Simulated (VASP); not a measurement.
# GaH6 (Pm-3m) in VASP: single point with PBE

Aim: the single point of GaH6 with PBE.

Everything below comes from runs of VASP 6.6.1. Logs are shortened: lines on timing, memory, paths and dates and some standing lists are left out, and cuts for length are marked.

### 1 The cell of the first run

Symmetry: Pm-3m, No. 221, cubic system. Conventional cell: a = 4.801 Å, b = 4.801 Å, c = 4.801 Å, α = 90.00°, β = 90.00°, γ = 90.00°. Ga (site symmetry m-3m) has 24 H at 3.42 Å within 4.5 Å. H (site symmetry 4mm) has 1 H at 0.75 Å within 1.0 Å.

### 2 Single point, PBE

Input file POSCAR:

```
GaH6
1.0
    4.8008464606      0.0000000000      0.0000000000
    0.0000000000      4.8008464606      0.0000000000
    0.0000000000      0.0000000000      4.8008464606
Ga H
1 6
Direct
    0.0000000000      0.0000000000      0.0000000000
    0.5000000000      0.5000000000      0.0783223908
    0.5000000000      0.5000000000      0.9216776092
    0.0783223908      0.5000000000      0.5000000000
    0.9216776092      0.5000000000      0.5000000000
    0.5000000000      0.0783223908      0.5000000000
    0.5000000000      0.9216776092      0.5000000000
```

Input file INCAR.step1:

```
SYSTEM = GaH6
ALGO = Normal ; EDIFF = 1E-7
ENCUT = 520 ; GGA = PE
ISIF = 2 ; ISMEAR = 0
LASPH = .TRUE. ; LCHARG = .TRUE.
LREAL = .FALSE. ; LWAVE = .FALSE.
NBANDS = 18 ; NELM = 100
PREC = Accurate ; SIGMA = 0.1
```

Input file KPOINTS.step1:

```
k-points
0
G
  8 8 8
  0 0 0
```

Input file INCAR.step2:

```
SYSTEM = GaH6
ALGO = Normal ; EDIFF = 1E-7
ENCUT = 520 ; GGA = PE
ICHARG = 11 ; ISIF = 2
ISMEAR = -5 ; LASPH = .TRUE.
LCHARG = .FALSE. ; LORBIT = 11
LREAL = .FALSE. ; LWAVE = .FALSE.
NBANDS = 18 ; NEDOS = 1001
NELM = 100 ; PREC = Accurate
SIGMA = 0.1
```

Input file KPOINTS.step2:

```
k-points
0
G
  12 12 12
  0 0 0
```

Potentials or basis: VASP PAW PBE potentials, release 64 (Ga_d, H).

The run is started by

```
> cat potpaw_PBE.64/Ga_d/POTCAR potpaw_PBE.64/H/POTCAR > POTCAR
> cp INCAR.step1 INCAR
> cp KPOINTS.step1 KPOINTS
> mpirun -np 1 vasp_std > vasp.out
> cp INCAR.step2 INCAR
> cp KPOINTS.step2 KPOINTS
> mpirun -np 1 vasp_std > vasp.out
```

OUTCAR:

```text
SYSTEM = GaH6
   EDIFF = 1E-7
   ENCUT = 520
   GGA = PE
   ICHARG = 11
   ISIF = 2
   ISMEAR = -5
   LASPH = .TRUE.
   LORBIT = 11
   LREAL = .FALSE.
   NELM = 100
   PREC = Accurate

 ion  position               nearest neighbor table
   1  0.000  0.000  0.000-
   2  0.500  0.500  0.078-   3 0.75
   3  0.500  0.500  0.922-   2 0.75
   4  0.078  0.500  0.500-   5 0.75
   5  0.922  0.500  0.500-   4 0.75
   6  0.500  0.078  0.500-   7 0.75
   7  0.500  0.922  0.500-   6 0.75

  LATTYP: Found a simple cubic cell.
 ALAT       =     4.8008464606

  Lattice vectors:

 A1 = (   4.8008464606,   0.0000000000,   0.0000000000)
 A2 = (   0.0000000000,   4.8008464606,   0.0000000000)
 A3 = (   0.0000000000,   0.0000000000,   4.8008464606)

Analysis of symmetry for initial positions (statically):
=====================================================================
 Subroutine PRICEL returns:
 Original cell was already a primitive cell.

 Routine SETGRP: Setting up the symmetry group for a
 simple cubic supercell.

 Subroutine GETGRP returns: Found 48 space group operations
 (whereof 48 operations were pure point group operations)
 out of a pool of 48 trial point group operations.

The static configuration has the point symmetry O_h .

Analysis of symmetry for dynamics (positions and initial velocities):
=====================================================================
 Subroutine PRICEL returns:
 Original cell was already a primitive cell.

 Routine SETGRP: Setting up the symmetry group for a
 simple cubic supercell.

 Subroutine GETGRP returns: Found 48 space group operations
 (whereof 48 operations were pure point group operations)
 out of a pool of 48 trial point group operations.

The dynamic configuration has the point symmetry O_h .

 Subroutine INISYM returns: Found 48 space group operations
 (whereof 48 operations are pure point group operations),
 and found     1 'primitive' translations

----------------------------------------------------------------------------------------

                                     Primitive cell

  volume of cell :     110.6505

  direct lattice vectors                    reciprocal lattice vectors
     4.800846461  0.000000000  0.000000000     0.208296601  0.000000000  0.000000000
     0.000000000  4.800846461  0.000000000     0.000000000  0.208296601  0.000000000
     0.000000000  0.000000000  4.800846461     0.000000000  0.000000000  0.208296601

  length of vectors
     4.800846461  4.800846461  4.800846461     0.208296601  0.208296601  0.208296601

  position of ions in fractional coordinates (direct lattice)
     0.000000000  0.000000000  0.000000000
     0.500000000  0.500000000  0.078322391
     0.500000000  0.500000000  0.921677609
     0.078322391  0.500000000  0.500000000
     0.921677609  0.500000000  0.500000000
     0.500000000  0.078322391  0.500000000
     0.500000000  0.921677609  0.500000000

  ion indices of the primitive-cell ions
   primitive index   ion index
                 1           1
                 2           2
                 3           3
                 4           4
                 5           5
                 6           6
                 7           7

----------------------------------------------------------------------------------------

 KPOINTS: k-points

Automatic generation of k-mesh.
 Grid dimensions read from file:
 generate k-points for:   12   12   12

 Generating k-lattice:

  Cartesian coordinates                     Fractional coordinates (reciprocal lattice)
     0.017358050  0.000000000  0.000000000     0.083333333  0.000000000  0.000000000
     0.000000000  0.017358050  0.000000000     0.000000000  0.083333333  0.000000000
     0.000000000  0.000000000  0.017358050     0.000000000  0.000000000  0.083333333

  Length of vectors
     0.017358050  0.017358050  0.017358050

  Shift w.r.t. Gamma in fractional coordinates (k-lattice)
     0.000000000  0.000000000  0.000000000

 TETIRR: Found    854 inequivalent tetrahedra from    10368

 Subroutine IBZKPT returns following result:
 ===========================================

 Found     84 irreducible k-points:

 Following reciprocal coordinates:
            Coordinates               Weight
  0.000000  0.000000  0.000000      1.000000
  0.083333  0.000000  0.000000      6.000000
  0.166667  0.000000  0.000000      6.000000
  0.250000  0.000000  0.000000      6.000000
  0.333333  0.000000  0.000000      6.000000
  0.416667  0.000000  0.000000      6.000000
[... 16 lines left out ...]
  0.333333  0.333333  0.000000     12.000000
  0.416667  0.333333  0.000000     24.000000
 [... further k-points ...]
   k-points           NKPTS =     84   k-points in BZ     NKDIM =     84   number of bands    NBANDS=     18
   number of dos      NEDOS =   1001   number of ions     NIONS =      7
   total plane-waves  NPLWV =  46656
   dimension x,y,z NGX =    36 NGY =   36 NGZ =   36
   dimension x,y,z NGXF=    72 NGYF=   72 NGZF=   72
   ions per type =               1   6
   NGX,Y,Z   is equivalent  to a cutoff of  12.47, 12.47, 12.47 a.u.
   NGXF,Y,Z  is equivalent  to a cutoff of  24.93, 24.93, 24.93 a.u.
 SYSTEM =  GaH6
   PREC   = accura    normal or accurate (medium, high low for compatibility)
   ISTART =      0    job   : 0-new  1-cont  2-samecut
   ICHARG =     11    charge: 1-file 2-atom 10-const
   ISPIN  =      1    spin polarized calculation?
   LNONCOLLINEAR =      F non collinear calculations
   LSORBIT =      F    spin-orbit coupling
   LASPH  =      T    aspherical Exc in radial PAW
   ENCUT  =  520.0 eV  38.22 Ry    6.18 a.u.   8.93  8.93  8.93*2*pi/ulx,y,z
   NELM   =    100;   NELMIN=  2; NELMDL=  0     # of ELM steps
   EDIFF  = 0.1E-06   stopping-criterion for ELM
   LREAL  =      F    real-space projection
   EDIFFG = 0.1E-05   stopping-criterion for IOM
   NSW    =      0    number of steps for IOM
   IBRION =     -1    ionic relax: 0-MD 1-quasi-New 2-CG
   NFREE  =      0    steps in history (QN), initial steepest desc. (CG)
   ISIF   =      2    stress and relaxation
   ISYM   =      2    0-nonsym 1-usesym 2-fastsym
   POTIM  = 0.5000    time-step for ionic-motion
   TEBEG  =    0.0;   TEEND  =   0.0 temperature during run
   PSTRESS=    0.0 pullay stress
   NELECT =      19.0000    total number of electrons
   NUPDOWN=      -1.0000    fix difference up-down
   EMIN   =  10.00;   EMAX   =-10.00  energy-range for DOS
   EFERMI =   0.00;   METHOD = LEGACY
   ISMEAR =    -5;   SIGMA  =   0.10  broadening in eV -4-tet -1-fermi 0-gaus
   EFERMI_NEDOS =   21; number of points for ismear=-14 and -15
   IALGO  =     38    algorithm
   IMIX   =      4    mixing-type and parameters
     AMIX     =   0.40;   BMIX     =  1.00
     AMIX_MAG =   1.60;   BMIX_MAG =  1.00
  volume/ion in A,a.u.               =      15.81       106.67
  Fermi-wavevector in a.u.,A,eV,Ry     =   0.909930  1.719519 11.265263  0.827973
  Thomas-Fermi vector in A             =   2.034033
   LORBIT       =     11    0 simple, 1 ext, 2 COOP (PROOUT), +10 PAW based schemes
   GGA     = PE    functional components
   LHFCALC =     F    Hartree Fock is set to
   AEXX    =    0.0000 exact exchange contribution
   IVDW    =     0    specifies the selected vdW correction
   LEPSILON=     F    determine dielectric tensor
   LRPA    =     F    only Hartree local field effects (RPA)
 non-spin polarized calculation
 Fermi weights with tetrahedron method with Bloechl corrections
  energy-cutoff  :      520.00
  volume of cell :      110.65
 maximum number of plane-waves:      3016
 NGX is ok and might be reduce to    36

 number of electron      18.9999990 magnetization

 Free energy of the ion-electron system (eV)
  ---------------------------------------------------
  ext. energy  EPLUGINS =         0.00000000
  ---------------------------------------------------
  free energy    TOTEN  =       -20.79423243 eV

  energy without entropy =      -20.79423243  energy(sigma->0) =      -20.79423243

 E-fermi :   0.2352     XC(G=0):  -6.2862

 val. band max:        0.2062448012   @ k =   0.5000   0.5000   0.0833
 cond. band min:       0.2374648857   @ k =   0.5000   0.4167   0.0833
 fundamental gap:      0.0312200845
 Fermi energy:         0.2352187336

 k-point     1 :       0.0000    0.0000    0.0000
  band No.  band energies     occupation
      1     -16.0469      2.00000
      2     -16.0469      2.00000
      3     -16.0452      2.00000
      4     -16.0452      2.00000
      5     -16.0452      2.00000
      6      -9.1947      2.00000
[... 10 lines left out ...]
     17       6.1641      0.00000
     18       6.4424      0.00000

 k-point     2 :       0.0833    0.0000    0.0000
  band No.  band energies     occupation
      1     -16.0469      2.00000
      2     -16.0467      2.00000
      3     -16.0453      2.00000
      4     -16.0453      2.00000
      5     -16.0452      2.00000
      6      -9.1688      2.00000
[... 10 lines left out ...]
     17       6.3508      0.00000
     18       6.4497      0.00000

 k-point     3 :       0.1667    0.0000    0.0000
  band No.  band energies     occupation
      1     -16.0469      2.00000
      2     -16.0463      2.00000
      3     -16.0454      2.00000
      4     -16.0454      2.00000
      5     -16.0452      2.00000
      6      -9.0919      2.00000
[... 10 lines left out ...]
     17       6.3714      0.00000
     18       6.8151      0.00000

 k-point     4 :       0.2500    0.0000    0.0000
  band No.  band energies     occupation
      1     -16.0468      2.00000
      2     -16.0456      2.00000
      3     -16.0456      2.00000
      4     -16.0456      2.00000
      5     -16.0452      2.00000
      6      -8.9686      2.00000
[... 10 lines left out ...]
     17       6.1745      0.00000
     18       7.4910      0.00000

 k-point     5 :       0.3333    0.0000    0.0000
  band No.  band energies     occupation
      1     -16.0467      2.00000
      2     -16.0458      2.00000
      3     -16.0458      2.00000
      4     -16.0452      2.00000
      5     -16.0449      2.00000
      6      -8.8068      2.00000
[... 10 lines left out ...]
     17       5.9457      0.00000
     18       8.0100      0.00000

 k-point     6 :       0.4167    0.0000    0.0000
  band No.  band energies     occupation
      1     -16.0467      2.00000
      2     -16.0459      2.00000
      3     -16.0459      2.00000
      4     -16.0452      2.00000
      5     -16.0445      2.00000
      6      -8.6247      2.00000
[... 307 lines left out ...]
 k-point    21 :       0.4167    0.2500    0.0000
  band No.  band energies     occupation
      1     -16.0465      2.00000
      2     -16.0459      2.00000
      3     -16.0459      2.00000
      4     -16.0455      2.00000
      5     -16.0439      2.00000
      6      -8.4557      2.00000
[... 10 lines left out ...]
     17       6.7144      0.00000
     18       6.8400      0.00000

 k-point    22 :       0.5000    0.2500    0.0000
  band No.  band energies     occupation
      1     -16.0465      2.00000
      2     -16.0459      2.00000
      3     -16.0458      2.00000
      4     -16.0455      2.00000
      5     -16.0437      2.00000
      6      -8.3518      2.00000
[... 10 lines left out ...]
     17       6.8053      0.00000
     18       6.9130      0.00000

 k-point    23 :       0.3333    0.3333    0.0000
  band No.  band energies     occupation
      1     -16.0466      2.00000
      2     -16.0457      2.00000
      3     -16.0457      2.00000
      4     -16.0457      2.00000
      5     -16.0438      2.00000
      6      -8.4845      2.00000
[... 10 lines left out ...]
     17       6.6232      0.00000
     18       7.0843      0.00000

 k-point    24 :       0.4167    0.3333    0.0000
  band No.  band energies     occupation
      1     -16.0468      2.00000
      2     -16.0458      2.00000
      3     -16.0457      2.00000
      4     -16.0456      2.00000
      5     -16.0434      2.00000
      6      -8.3379      2.00000
[... 10 lines left out ...]
     17       6.8732      0.00000
     18       6.9047      0.00000

 [... further k-points ...]
[... 5 lines left out ...]
  --------------------------------------------------------------------------------------
  -------------------------------------------------------------------------------------
  Total       -0.1357114     -0.1357114     -0.1357114      0.0000000      0.0000000     -0.0000000
  in kB       -1.9650497     -1.9650497     -1.9650497      0.0000000      0.0000000     -0.0000000
  external PRESSURE =      -1.9650497 kB  Pullay stress =       0.0000000 kB

 VOLUME and BASIS-vectors are now :
 -----------------------------------------------------------------------------
  energy-cutoff  :      520.00
  volume of cell :      110.65
      direct lattice vectors                 reciprocal lattice vectors
     4.800846461  0.000000000  0.000000000     0.208296601  0.000000000  0.000000000
     0.000000000  4.800846461  0.000000000     0.000000000  0.208296601  0.000000000
     0.000000000  0.000000000  4.800846461     0.000000000  0.000000000  0.208296601

 POSITION                                       TOTAL-FORCE (eV/Angst)
 -----------------------------------------------------------------------------------
      0.00000      0.00000      0.00000         0.000000      0.000000     -0.000000
      2.40042      2.40042      0.37601         0.000000      0.000000     -0.006917
      2.40042      2.40042      4.42483        -0.000000      0.000000      0.006917
      0.37601      2.40042      2.40042        -0.006917      0.000000      0.000000
      4.42483      2.40042      2.40042         0.006917      0.000000     -0.000000
      2.40042      0.37601      2.40042         0.000000     -0.006917     -0.000000
      2.40042      4.42483      2.40042        -0.000000      0.006917     -0.000000
 -----------------------------------------------------------------------------------
    total drift:                                0.000000      0.000000     -0.000000

  FREE ENERGIE OF THE ION-ELECTRON SYSTEM (eV)
  ---------------------------------------------------
  free  energy   TOTEN  =       -20.7942324282 eV

  energy  without entropy=      -20.7942324282  energy(sigma->0) =      -20.79423243

 total charge

# of ion       s       p       d       tot
------------------------------------------
    1        1.198   0.268   9.915  11.381
    2        0.602   0.029   0.000   0.631
    3        0.602   0.029   0.000   0.631
    4        0.602   0.029   0.000   0.631
    5        0.602   0.029   0.000   0.631
    6        0.602   0.029   0.000   0.631
    7        0.602   0.029   0.000   0.631
--------------------------------------------------
tot          4.809   0.442   9.915  15.166
```

Run time: 51 s. Hardware: 1 thread of Intel Xeon 6975P-C (Granite Rapids), shared host; peak memory 0.29 GiB.

What came out:

```yaml
Valence_electrons_inside_the_program's_atomic_spheres: Ga 11.38; H 0.63
```

Caveat: tetrahedron occupations give inexact forces and stress in metals.
